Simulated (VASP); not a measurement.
# MoS2 (R3m) in VASP: single point with PBE

Aim: the single point of MoS2 with PBE.

All numbers are computed with VASP 6.6.1; they aren't measurements. Logs are shortened: lines on timing, memory, paths and dates and some standing lists are left out, and cuts for length are marked.

**1. The cell of the first run**

Symmetry: R3m, No. 160, trigonal system. Conventional cell: a = 3.175 Å, b = 3.175 Å, c = 18.582 Å, α = 90.00°, β = 90.00°, γ = 120.00°. Mo (site symmetry 3m) has 6 S at 2.40 Å and 6 Mo at 3.18 Å within 3.2 Å. S (site symmetry 3m) has 3 Mo at 2.40 Å and 7 S at 3.11 to 3.18 Å within 3.2 Å. Within 3.2 Å of S (site symmetry 3m) lie 3 Mo at 2.40 Å and 7 S at 3.11 to 3.18 Å.

**2. Single point, PBE**

Input file INCAR:

```
SYSTEM = MoS2
ALGO = Normal ; EDIFF = 1E-7
ENCUT = 520 ; GGA = PE
ISIF = 2 ; ISMEAR = 0
LASPH = .TRUE. ; LCHARG = .FALSE.
LREAL = .FALSE. ; LWAVE = .FALSE.
NBANDS = 20 ; NELM = 100
PREC = Accurate ; SIGMA = 0.01
```

Input file KPOINTS:

```
k-points
0
G
  6 6 6
  0 0 0
```

Input file POSCAR:

```
MoS2
1.0
    1.5875903419      0.9165957113      6.1939281332
   -1.5875903419      0.9165957113      6.1939281332
    0.0000000000     -1.8331914226      6.1939281332
Mo S
1 2
Direct
    0.0000965174      0.0000965174      0.0000965174
    0.2497906784      0.2497906784      0.2497906784
    0.4171128042      0.4171128042      0.4171128042
```

Potentials or basis: VASP PAW PBE potentials, release 64 (Mo_sv, S).

Launch:

```bash
> cat potpaw_PBE.64/Mo_sv/POTCAR potpaw_PBE.64/S/POTCAR > POTCAR
> mpirun -np 1 vasp_std > vasp.out
```

OUTCAR:

```text
SYSTEM = MoS2
   EDIFF = 1E-7
   ENCUT = 520
   GGA = PE
   ISIF = 2
   ISMEAR = 0
   LASPH = .TRUE.
   LREAL = .FALSE.
   NELM = 100
   PREC = Accurate

 ion  position               nearest neighbor table
   1  0.000  0.000  0.000-   2 2.40   2 2.40   2 2.40   3 2.40   3 2.40   3 2.40
   2  0.250  0.250  0.250-   1 2.40   1 2.40   1 2.40
   3  0.417  0.417  0.417-   1 2.40   1 2.40   1 2.40

  LATTYP: Found a trigonal (rhomboedric) cell.
 ALAT       =     6.4595151916
 COS(alpha) =     0.8791888428

  Lattice vectors:

 A1 = (   1.5875903419,   0.9165957113,   6.1939281332)
 A2 = (  -1.5875903419,   0.9165957113,   6.1939281332)
 A3 = (   0.0000000000,  -1.8331914226,   6.1939281332)

Analysis of symmetry for initial positions (statically):
=====================================================================
 Subroutine PRICEL returns:
 Original cell was already a primitive cell.

 Routine SETGRP: Setting up the symmetry group for a
 trigonal (rhombohedral) supercell.

 Subroutine GETGRP returns: Found  6 space group operations
 (whereof  6 operations were pure point group operations)
 out of a pool of 12 trial point group operations.

The static configuration has the point symmetry C_3v.

Analysis of symmetry for dynamics (positions and initial velocities):
=====================================================================
 Subroutine PRICEL returns:
 Original cell was already a primitive cell.

 Routine SETGRP: Setting up the symmetry group for a
 trigonal (rhombohedral) supercell.

 Subroutine GETGRP returns: Found  6 space group operations
 (whereof  6 operations were pure point group operations)
 out of a pool of 12 trial point group operations.

The dynamic configuration has the point symmetry C_3v.

 Subroutine INISYM returns: Found  6 space group operations
 (whereof  6 operations are pure point group operations),
 and found     1 'primitive' translations

----------------------------------------------------------------------------------------

                                     Primitive cell

  volume of cell :      54.0796

  direct lattice vectors                    reciprocal lattice vectors
     1.587590342  0.916595711  6.193928133     0.314942707  0.181832257  0.053816145
    -1.587590342  0.916595711  6.193928133    -0.314942707  0.181832257  0.053816145
     0.000000000 -1.833191423  6.193928133     0.000000000 -0.363664513  0.053816145

  length of vectors
     6.459515192  6.459515192  6.459515192     0.367624885  0.367624885  0.367624885

  position of ions in fractional coordinates (direct lattice)
     0.000096517  0.000096517  0.000096517
     0.249790678  0.249790678  0.249790678
     0.417112804  0.417112804  0.417112804

  ion indices of the primitive-cell ions
   primitive index   ion index
                 1           1
                 2           2
                 3           3

----------------------------------------------------------------------------------------

 KPOINTS: k-points

Automatic generation of k-mesh.
 Grid dimensions read from file:
 generate k-points for:    6    6    6

 Generating k-lattice:

  Cartesian coordinates                     Fractional coordinates (reciprocal lattice)
     0.052490451  0.030305376  0.008969357     0.166666667  0.000000000  0.000000000
    -0.052490451  0.030305376  0.008969357     0.000000000  0.166666667  0.000000000
     0.000000000 -0.060610752  0.008969357     0.000000000  0.000000000  0.166666667

  Length of vectors
     0.061270814  0.061270814  0.061270814

  Shift w.r.t. Gamma in fractional coordinates (k-lattice)
     0.000000000  0.000000000  0.000000000

 Subroutine IBZKPT returns following result:
 ===========================================

 Found     32 irreducible k-points:

 Following reciprocal coordinates:
            Coordinates               Weight
  0.000000  0.000000  0.000000      1.000000
  0.166667  0.000000 -0.000000      6.000000
  0.333333  0.000000  0.000000      6.000000
  0.500000  0.000000 -0.000000      3.000000
  0.166667  0.166667 -0.000000      6.000000
  0.333333  0.166667 -0.000000     12.000000
[... 16 lines left out ...]
  0.500000  0.500000  0.166667      6.000000
 -0.333333  0.500000  0.166667     12.000000
 [... further k-points ...]
   k-points           NKPTS =     32   k-points in BZ     NKDIM =     32   number of bands    NBANDS=     20
   number of dos      NEDOS =    301   number of ions     NIONS =      3
   total plane-waves  NPLWV = 110592
   dimension x,y,z NGX =    48 NGY =   48 NGZ =   48
   dimension x,y,z NGXF=    96 NGYF=   96 NGZF=   96
   ions per type =               1   2
   NGX,Y,Z   is equivalent  to a cutoff of  12.35, 12.35, 12.35 a.u.
   NGXF,Y,Z  is equivalent  to a cutoff of  24.71, 24.71, 24.71 a.u.
 SYSTEM =  MoS2
   PREC   = accura    normal or accurate (medium, high low for compatibility)
   ISTART =      0    job   : 0-new  1-cont  2-samecut
   ICHARG =      2    charge: 1-file 2-atom 10-const
   ISPIN  =      1    spin polarized calculation?
   LNONCOLLINEAR =      F non collinear calculations
   LSORBIT =      F    spin-orbit coupling
   LASPH  =      T    aspherical Exc in radial PAW
   ENCUT  =  520.0 eV  38.22 Ry    6.18 a.u.  12.01 12.01 12.01*2*pi/ulx,y,z
   NELM   =    100;   NELMIN=  2; NELMDL= -5     # of ELM steps
   EDIFF  = 0.1E-06   stopping-criterion for ELM
   LREAL  =      F    real-space projection
   EDIFFG = 0.1E-05   stopping-criterion for IOM
   NSW    =      0    number of steps for IOM
   IBRION =     -1    ionic relax: 0-MD 1-quasi-New 2-CG
   NFREE  =      0    steps in history (QN), initial steepest desc. (CG)
   ISIF   =      2    stress and relaxation
   ISYM   =      2    0-nonsym 1-usesym 2-fastsym
   POTIM  = 0.5000    time-step for ionic-motion
   TEBEG  =    0.0;   TEEND  =   0.0 temperature during run
   PSTRESS=    0.0 pullay stress
   NELECT =      26.0000    total number of electrons
   NUPDOWN=      -1.0000    fix difference up-down
   EMIN   =  10.00;   EMAX   =-10.00  energy-range for DOS
   EFERMI =   0.00;   METHOD = LEGACY
   ISMEAR =     0;   SIGMA  =   0.01  broadening in eV -4-tet -1-fermi 0-gaus
   EFERMI_NEDOS =   21; number of points for ismear=-14 and -15
   IALGO  =     38    algorithm
   IMIX   =      4    mixing-type and parameters
     AMIX     =   0.40;   BMIX     =  1.00
     AMIX_MAG =   1.60;   BMIX_MAG =  1.00
  volume/ion in A,a.u.               =      18.03       121.65
  Fermi-wavevector in a.u.,A,eV,Ry     =   1.282492  2.423559 22.378674  1.644786
  Thomas-Fermi vector in A             =   2.414800
   LORBIT       =      0    0 simple, 1 ext, 2 COOP (PROOUT), +10 PAW based schemes
   GGA     = PE    functional components
   LHFCALC =     F    Hartree Fock is set to
   AEXX    =    0.0000 exact exchange contribution
   IVDW    =     0    specifies the selected vdW correction
   LEPSILON=     F    determine dielectric tensor
   LRPA    =     F    only Hartree local field effects (RPA)
 non-spin polarized calculation
 Gauss-broadening in eV      SIGMA  =   0.01
  energy-cutoff  :      520.00
  volume of cell :       54.08
 maximum number of plane-waves:      1469
   NGX = 23   NGY = 23   NGZ = 23

 number of electron      25.9999998 magnetization

 Free energy of the ion-electron system (eV)
  ---------------------------------------------------
  ext. energy  EPLUGINS =         0.00000000
  ---------------------------------------------------
  free energy    TOTEN  =       -21.81307682 eV

  energy without entropy =      -21.81307682  energy(sigma->0) =      -21.81307682

 E-fermi :   7.6298     XC(G=0): -10.7468

 val. band max:        7.3989774373   @ k =   0.5000   0.5000   0.5000
 cond. band min:       8.3677554103   @ k =  -0.1667   0.1667   0.0000
 fundamental gap:      0.9687779730
 Fermi energy:         7.6298422530

 k-point     1 :       0.0000    0.0000    0.0000
  band No.  band energies     occupation
      1     -54.1367      2.00000
      2     -28.2883      2.00000
      3     -28.0722      2.00000
      4     -28.0722      2.00000
      5      -7.5590      2.00000
      6      -5.9111      2.00000
[... 12 lines left out ...]
     19      15.5268      0.00000
     20      15.8823      0.00000

 k-point     2 :       0.1667    0.0000   -0.0000
  band No.  band energies     occupation
      1     -54.1270      2.00000
      2     -28.2691      2.00000
      3     -28.1699      2.00000
      4     -28.0945      2.00000
      5      -7.1513      2.00000
      6      -5.7816      2.00000
[... 12 lines left out ...]
     19      16.0248      0.00000
     20      16.5697      0.00000

 k-point     3 :       0.3333    0.0000    0.0000
  band No.  band energies     occupation
      1     -54.1076      2.00000
      2     -28.3607      2.00000
      3     -28.2304      2.00000
      4     -28.1387      2.00000
      5      -6.1936      2.00000
      6      -5.4835      2.00000
[... 12 lines left out ...]
     19      14.8222      0.00000
     20      15.2218      0.00000

 k-point     4 :       0.5000    0.0000   -0.0000
  band No.  band energies     occupation
      1     -54.0979      2.00000
      2     -28.4540      2.00000
      3     -28.2110      2.00000
      4     -28.1606      2.00000
      5      -5.5881      2.00000
      6      -5.3148      2.00000
[... 12 lines left out ...]
     19      14.2555      0.00000
     20      14.8016      0.00000

 k-point     5 :       0.1667    0.1667   -0.0000
  band No.  band energies     occupation
      1     -54.1270      2.00000
      2     -28.2691      2.00000
      3     -28.1699      2.00000
      4     -28.0945      2.00000
      5      -7.1349      2.00000
      6      -5.8095      2.00000
[... 12 lines left out ...]
     19      16.0891      0.00000
     20      16.4729      0.00000
[... 353 lines left out ...]
      6      -5.3706      2.00000
[... 12 lines left out ...]
     19      15.8397      0.00000
     20      16.0705      0.00000

 k-point    22 :      -0.1667    0.3333    0.1667
  band No.  band energies     occupation
      1     -54.0979      2.00000
      2     -28.4064      2.00000
      3     -28.2110      2.00000
      4     -28.2102      2.00000
      5      -5.6060      2.00000
      6      -5.3047      2.00000
[... 12 lines left out ...]
     19      15.5045      0.00000
     20      16.0780      0.00000

 k-point    23 :       0.5000    0.5000    0.1667
  band No.  band energies     occupation
      1     -54.1076      2.00000
      2     -28.3607      2.00000
      3     -28.2305      2.00000
      4     -28.1387      2.00000
      5      -6.0478      2.00000
      6      -5.6654      2.00000
[... 12 lines left out ...]
     19      15.0661      0.00000
     20      15.9991      0.00000

 k-point    24 :      -0.3333    0.5000    0.1667
  band No.  band energies     occupation
      1     -54.0979      2.00000
      2     -28.4064      2.00000
      3     -28.2111      2.00000
      4     -28.2102      2.00000
      5      -5.5097      2.00000
      6      -5.4096      2.00000
[... 12 lines left out ...]
     19      15.5696      0.00000
     20      15.9411      0.00000

 [... further k-points ...]

------------------------ aborting loop because EDIFF is reached ----------------------------------------

  FORCE on cell =-STRESS in cart. coord.  units (eV):
  Direction    XX          YY          ZZ          XY          YZ          ZX
  --------------------------------------------------------------------------------------
  -------------------------------------------------------------------------------------
  Total        0.6094788      0.6094788      1.0694700      0.0000000      0.0000000      0.0000000
  in kB       18.0565795     18.0565795     31.6844020      0.0000000      0.0000000      0.0000000
  external PRESSURE =      22.5991870 kB  Pullay stress =       0.0000000 kB

 VOLUME and BASIS-vectors are now :
 -----------------------------------------------------------------------------
  energy-cutoff  :      520.00
  volume of cell :       54.08
      direct lattice vectors                 reciprocal lattice vectors
     1.587590342  0.916595711  6.193928133     0.314942707  0.181832257  0.053816145
    -1.587590342  0.916595711  6.193928133    -0.314942707  0.181832257  0.053816145
     0.000000000 -1.833191423  6.193928133     0.000000000 -0.363664513  0.053816145

 POSITION                                       TOTAL-FORCE (eV/Angst)
 -----------------------------------------------------------------------------------
      0.00000      0.00000      0.00179         0.000000     -0.000000      0.001354
      0.00000      0.00000      4.64156         0.000000     -0.000000     -0.102879
      0.00000      0.00000      7.75070         0.000000      0.000000      0.101525
 -----------------------------------------------------------------------------------
    total drift:                               -0.000000      0.000000     -0.000008

  FREE ENERGIE OF THE ION-ELECTRON SYSTEM (eV)
  ---------------------------------------------------
  free  energy   TOTEN  =       -21.8130768187 eV

  energy  without entropy=      -21.8130768187  energy(sigma->0) =      -21.81307682
```

It took 83 s on 1 thread of Intel Xeon 6975P-C, shared host; peak memory 0.32 GiB.

Results:

| Item | Value |
| --- | --- |
| Free energy | -21.8131 eV |
| Pressure | 2.3 GPa |
| Largest force | 0.103 eV/Å |
| Band gap on the k mesh | 0.97 eV, indirect (least direct gap 1.69 eV) |

Forces in eV/Å, atoms in the order of the input:
```
Mo   0.000  0.000  0.001
S    0.000  0.000 -0.103
S    0.000  0.000  0.102
```

Stress tensor (GPa, compression positive):
```
1.81 0.00 0.00
0.00 1.81 0.00
0.00 0.00 3.17
```

A k mesh can miss the band edges.
